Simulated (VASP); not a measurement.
# LiRh12 in VASP: single point with PBE

Aim: the single point of LiRh12 with PBE.

Program: VASP 6.6.1. These are calculated values, not measurements. Logs are shortened: lines on timing, memory, paths and dates and some standing lists are left out, and cuts for length are marked.

## Step 1: The cell of the first run

The cell holds a slab with vacuum, 13 atoms: a = 5.417 Å, b = 5.417 Å, c = 19.797 Å, α = 90.00°, β = 90.00°, γ = 120.00°.

## Step 2: Single point, PBE

Contents of INCAR:

```
SYSTEM = LiRh12
PREC = Accurate
ENCUT = 520
EDIFF = 1E-7
ISMEAR = 0
SIGMA = 0.1
LREAL = .False.
LASPH = .True.
NELM = 80
ALGO = Normal
ISIF = 2
LWAVE = .False.
LCHARG = .False.
LDIPOL = .True.
IDIPOL = 3
DIPOL = 0.5 0.5 0.327
GGA = PE
NBANDS = 104
```

Contents of KPOINTS:

```
regular mesh
0
Gamma
  6 6 1
  0 0 0
```

Contents of POSCAR:

```
LiRh12
1.0
    5.4165863251      0.0000000000      0.0000000000
   -2.7082931626      4.6909013593      0.0000000000
    0.0000000000      0.0000000000     19.7966119230
Rh Li
12 1
Direct
    0.3333333333      0.1666666667      0.2020547766
    0.3333333333      0.6666666667      0.2020547766
    0.8333333333      0.1666666667      0.2020547766
    0.8333333333      0.6666666667      0.2020547766
    0.1666666667      0.3333333333      0.3106031937
    0.1666666667      0.8333333333      0.3106031937
    0.6666666667      0.3333333333      0.3106031937
    0.6666666667      0.8333333333      0.3106031937
    0.0000000000      0.0000000000      0.4190925172
    0.0000000000      0.5000000000      0.4190925172
    0.5000000000      0.0000000000      0.4190925172
    0.5000000000      0.5000000000      0.4190925172
    0.3333333333      0.1666666667      0.5239244164
```

Potentials or basis: VASP PAW PBE potentials, release 64 (Rh_pv, Li_sv).

The run is started by

```
> cat potpaw_PBE.64/Rh_pv/POTCAR potpaw_PBE.64/Li_sv/POTCAR > POTCAR
> mpirun -np 1 vasp_std > vasp.out
```

OUTCAR:

```text
SYSTEM = LiRh12
   PREC = Accurate
   ENCUT = 520
   EDIFF = 1E-7
   ISMEAR = 0
   LREAL = .False.
   LASPH = .True.
   NELM = 80
   ISIF = 2
   GGA = PE

 ion  position               nearest neighbor table
   1  0.333  0.167  0.202-   5 2.66   7 2.66   6 2.66   4 2.71   4 2.71   3 2.71   3 2.71   2 2.71
                             2 2.71
   2  0.333  0.667  0.202-   6 2.66   8 2.66   5 2.66   3 2.71   3 2.71   4 2.71   4 2.71   1 2.71
                             1 2.71
   3  0.833  0.167  0.202-   7 2.66   5 2.66   8 2.66   2 2.71   2 2.71   1 2.71   1 2.71   4 2.71
                             4 2.71
   4  0.833  0.667  0.202-   8 2.66   6 2.66   7 2.66   1 2.71   1 2.71   2 2.71   2 2.71   3 2.71
                             3 2.71
   5  0.167  0.333  0.311-  12 2.66   9 2.66  10 2.66   1 2.66   3 2.66   2 2.66   8 2.71   8 2.71
                             7 2.71   7 2.71   6 2.71   6 2.71
   6  0.167  0.833  0.311-  11 2.66  10 2.66   9 2.66   2 2.66   4 2.66   1 2.66   7 2.71   7 2.71
                             8 2.71   8 2.71   5 2.71   5 2.71
   7  0.667  0.333  0.311-  10 2.66  11 2.66  12 2.66   3 2.66   1 2.66   4 2.66   6 2.71   6 2.71
                             5 2.71   5 2.71   8 2.71   8 2.71
   8  0.667  0.833  0.311-   9 2.66  12 2.66  11 2.66   4 2.66   2 2.66   3 2.66   5 2.71   5 2.71
                             6 2.71   6 2.71   7 2.71   7 2.71
   9  0.000  0.000  0.419-  13 2.60   8 2.66   5 2.66   6 2.66  12 2.71  12 2.71  11 2.71  11 2.71
                            10 2.71  10 2.71
  10  0.000  0.500  0.419-   7 2.66   6 2.66   5 2.66  11 2.71  11 2.71  12 2.71  12 2.71   9 2.71
                             9 2.71
  11  0.500  0.000  0.419-  13 2.60   6 2.66   7 2.66   8 2.66  10 2.71  10 2.71   9 2.71   9 2.71
                            12 2.71  12 2.71
  12  0.500  0.500  0.419-  13 2.60   5 2.66   8 2.66   7 2.66   9 2.71   9 2.71  10 2.71  10 2.71
                            11 2.71  11 2.71
  13  0.333  0.167  0.524-   9 2.60  12 2.60  11 2.60

  LATTYP: Found a hexagonal cell.
 ALAT       =     5.4165863251
 C/A-ratio  =     3.6548133335

  Lattice vectors:

 A1 = (   5.4165863251,   0.0000000000,   0.0000000000)
 A2 = (  -2.7082931626,   4.6909013593,   0.0000000000)
 A3 = (   0.0000000000,   0.0000000000,  19.7966119230)

Analysis of symmetry for initial positions (statically):
=====================================================================
 Subroutine PRICEL returns:
 Original cell was already a primitive cell.

 Routine SETGRP: Setting up the symmetry group for a
 hexagonal supercell.

 Subroutine GETGRP returns: Found  6 space group operations
 (whereof  2 operations were pure point group operations)
 out of a pool of 24 trial point group operations.

The static configuration has the point symmetry C_1h.
 The point group associated with its full space group is C_3v.

Analysis of symmetry for dynamics (positions and initial velocities):
=====================================================================
 Subroutine PRICEL returns:
 Original cell was already a primitive cell.

 Routine SETGRP: Setting up the symmetry group for a
 hexagonal supercell.

 Subroutine GETGRP returns: Found  6 space group operations
 (whereof  2 operations were pure point group operations)
 out of a pool of 24 trial point group operations.

The dynamic configuration has the point symmetry C_1h.
 The point group associated with its full space group is C_3v.

 Subroutine INISYM returns: Found  6 space group operations
 (whereof  2 operations are pure point group operations),
 and found     1 'primitive' translations

----------------------------------------------------------------------------------------

                                     Primitive cell

  volume of cell :     503.0056

  direct lattice vectors                    reciprocal lattice vectors
     5.416586325  0.000000000  0.000000000     0.184618123  0.106589323  0.000000000
    -2.708293163  4.690901359  0.000000000     0.000000000  0.213178646  0.000000000
     0.000000000  0.000000000 19.796611923     0.000000000  0.000000000  0.050513694

  length of vectors
     5.416586325  5.416586325 19.796611923     0.213178646  0.213178646  0.050513694

  position of ions in fractional coordinates (direct lattice)
     0.333333333  0.166666667  0.202054777
     0.333333333  0.666666667  0.202054777
     0.833333333  0.166666667  0.202054777
[... 47 lines left out ...]

 Subroutine IBZKPT returns following result:
 ===========================================

 Found      7 irreducible k-points:

 Following reciprocal coordinates:
            Coordinates               Weight
  0.000000  0.000000  0.000000      1.000000
  0.166667  0.000000  0.000000      6.000000
  0.333333  0.000000  0.000000      6.000000
  0.500000  0.000000  0.000000      3.000000
  0.166667  0.166667  0.000000      6.000000
  0.333333  0.166667  0.000000     12.000000
  0.333333  0.333333  0.000000      2.000000
   k-points           NKPTS =      7   k-points in BZ     NKDIM =      7   number of bands    NBANDS=    104
   number of dos      NEDOS =    301   number of ions     NIONS =     13
   total plane-waves  NPLWV = 240000
   dimension x,y,z NGX =    40 NGY =   40 NGZ =  150
   dimension x,y,z NGXF=    80 NGYF=   80 NGZF=  300
   ions per type =              12   1
   NGX,Y,Z   is equivalent  to a cutoff of  12.28, 12.28, 12.60 a.u.
   NGXF,Y,Z  is equivalent  to a cutoff of  24.55, 24.55, 25.19 a.u.
 SYSTEM =  LiRh12
   PREC   = accura    normal or accurate (medium, high low for compatibility)
   ISTART =      0    job   : 0-new  1-cont  2-samecut
   ICHARG =      2    charge: 1-file 2-atom 10-const
   ISPIN  =      1    spin polarized calculation?
   LNONCOLLINEAR =      F non collinear calculations
   LSORBIT =      F    spin-orbit coupling
   LASPH  =      T    aspherical Exc in radial PAW
   ENCUT  =  520.0 eV  38.22 Ry    6.18 a.u.  10.07 10.07 36.81*2*pi/ulx,y,z
   NELM   =     80;   NELMIN=  2; NELMDL= -5     # of ELM steps
   EDIFF  = 0.1E-06   stopping-criterion for ELM
   LREAL  =      F    real-space projection
   EDIFFG = 0.1E-05   stopping-criterion for IOM
   NSW    =      0    number of steps for IOM
   IBRION =     -1    ionic relax: 0-MD 1-quasi-New 2-CG
   NFREE  =      0    steps in history (QN), initial steepest desc. (CG)
   ISIF   =      2    stress and relaxation
   ISYM   =      2    0-nonsym 1-usesym 2-fastsym
   POTIM  = 0.5000    time-step for ionic-motion
   TEBEG  =    0.0;   TEEND  =   0.0 temperature during run
   PSTRESS=    0.0 pullay stress
   NELECT =     183.0000    total number of electrons
   NUPDOWN=      -1.0000    fix difference up-down
   EMIN   =  10.00;   EMAX   =-10.00  energy-range for DOS
   EFERMI =   0.00;   METHOD = LEGACY
   ISMEAR =     0;   SIGMA  =   0.10  broadening in eV -4-tet -1-fermi 0-gaus
   EFERMI_NEDOS =   21; number of points for ismear=-14 and -15
   IALGO  =     38    algorithm
   IMIX   =      4    mixing-type and parameters
     AMIX     =   0.40;   BMIX     =  1.00
     AMIX_MAG =   1.60;   BMIX_MAG =  1.00
  volume/ion in A,a.u.               =      38.69       261.11
  Fermi-wavevector in a.u.,A,eV,Ry     =   1.168694  2.208512 18.583467  1.365846
  Thomas-Fermi vector in A             =   2.305177
   LORBIT       =      0    0 simple, 1 ext, 2 COOP (PROOUT), +10 PAW based schemes
   GGA     = PE    functional components
   LHFCALC =     F    Hartree Fock is set to
   AEXX    =    0.0000 exact exchange contribution
   IVDW    =     0    specifies the selected vdW correction
   LEPSILON=     F    determine dielectric tensor
   LRPA    =     F    only Hartree local field effects (RPA)
 non-spin polarized calculation
 Gauss-broadening in eV      SIGMA  =   0.10
  energy-cutoff  :      520.00
  volume of cell :      503.01
 maximum number of plane-waves:     13567
   NGX = 21   NGY = 21   NGZ = 73

 dipolmoment           0.000000      0.000000      0.017793 electrons x Angstroem

 number of electron     183.0000003 magnetization

 dipolmoment           0.000000      0.000000     -0.388044 electrons x Angstroem

 Free energy of the ion-electron system (eV)
  ---------------------------------------------------
  ext. energy  EPLUGINS =         0.00000000
  ---------------------------------------------------
  free energy    TOTEN  =       -83.57833630 eV

  energy without entropy =      -83.49481282  energy(sigma->0) =      -83.53657456

 E-fermi :   1.5007     XC(G=0):  -5.8461

 val. band max:        1.4961176364   @ k =   0.3333   0.3333   0.0000
 cond. band min:       1.5203616943   @ k =   0.1667   0.1667   0.0000
 fundamental gap:      0.0242440578
 Fermi energy:         1.5007296567

 k-point     1 :       0.0000    0.0000    0.0000
  band No.  band energies     occupation
      1     -45.6617      2.00000
      2     -45.5891      2.00000
      3     -45.5732      2.00000
      4     -45.5732      2.00000
      5     -45.4894      2.00000
      6     -45.4107      2.00000
[... 731 lines left out ...]
    102       1.9957      0.00000
    103       2.0165      0.00000
 [bands above 103 left out]

------------------------ aborting loop because EDIFF is reached ----------------------------------------

 vacuum level on the upper side and lower side of the slab       (xc-potential included)        -1.541         1.219

  FORCE on cell =-STRESS in cart. coord.  units (eV):
  Direction    XX          YY          ZZ          XY          YZ          ZX
  --------------------------------------------------------------------------------------
  -------------------------------------------------------------------------------------
  Total       -6.2673236     -6.2673236      1.3186096      0.0000000     -0.0000000      0.0000000
  in kB      -19.9627269    -19.9627269      4.2000452      0.0000000     -0.0000000      0.0000000
  external PRESSURE =     -11.9084695 kB  Pullay stress =       0.0000000 kB

 VOLUME and BASIS-vectors are now :
 -----------------------------------------------------------------------------
  energy-cutoff  :      520.00
  volume of cell :      503.01
      direct lattice vectors                 reciprocal lattice vectors
     5.416586325  0.000000000  0.000000000     0.184618123  0.106589323  0.000000000
    -2.708293163  4.690901359  0.000000000     0.000000000  0.213178646  0.000000000
     0.000000000  0.000000000 19.796611923     0.000000000  0.000000000  0.050513694

 POSITION                                       TOTAL-FORCE (eV/Angst)
 -----------------------------------------------------------------------------------
      1.35415      0.78182      4.00000         0.000000     -0.000000     -0.042631
     -0.00000      3.12727      4.00000        -0.006717     -0.003878     -0.089437
      4.06244      0.78182      4.00000        -0.000000      0.007756     -0.089437
      2.70829      3.12727      4.00000         0.006717     -0.003878     -0.089437
      0.00000      1.56363      6.14889        -0.003529      0.002038      0.077102
     -1.35415      3.90908      6.14889         0.000000     -0.004075      0.077102
      2.70829      1.56363      6.14889         0.003529      0.002038      0.077102
      1.35415      3.90908      6.14889         0.000000     -0.000000     -0.256982
      0.00000      0.00000      8.29661        -0.146088     -0.084344      0.026887
     -1.35415      2.34545      8.29661         0.000000      0.000000      0.246689
      2.70829      0.00000      8.29661         0.146088     -0.084344      0.026887
      1.35415      2.34545      8.29661        -0.000000      0.168688      0.026887
      1.35415      0.78182     10.37193        -0.000000      0.000000      0.009267
 -----------------------------------------------------------------------------------
    total drift:                               -0.000001     -0.000000      0.001488

  FREE ENERGIE OF THE ION-ELECTRON SYSTEM (eV)
  ---------------------------------------------------
  free  energy   TOTEN  =       -83.5783363013 eV

  energy  without entropy=      -83.4948128163  energy(sigma->0) =      -83.53657456

 vacuum level on the upper side and lower side of the slab         3.582         6.412
```

Run time: 28 min. Hardware: 1 thread of Intel Xeon Platinum 8259CL at 2.50GHz (Skylake/Cascade Lake), shared host; peak memory 0.67 GiB.

Results:

```
Free energy            : -83.5783 eV
Largest force          : 0.257 eV/Å
Band gap on the k mesh : zero (an odd number of electrons rules out a gap without spin polarisation)
```

Forces on the atoms (eV/Å):
```
Rh   0.000  0.000 -0.043
Rh  -0.007 -0.004 -0.089
Rh   0.000  0.008 -0.089
Rh   0.007 -0.004 -0.089
Rh  -0.004  0.002  0.077
Rh   0.000 -0.004  0.077
Rh   0.004  0.002  0.077
Rh   0.000  0.000 -0.257
Rh  -0.146 -0.084  0.027
Rh   0.000  0.000  0.247
Rh   0.146 -0.084  0.027
Rh   0.000  0.169  0.027
Li   0.000  0.000  0.009
```

Caveat: the cutoff is under 1.25 times the usual one of these potentials, so pressure, stress and relaxed cells hold a basis-set (Pulay) error.

The gap in the log of VASP goes by the Fermi energy; the results here count the filled bands.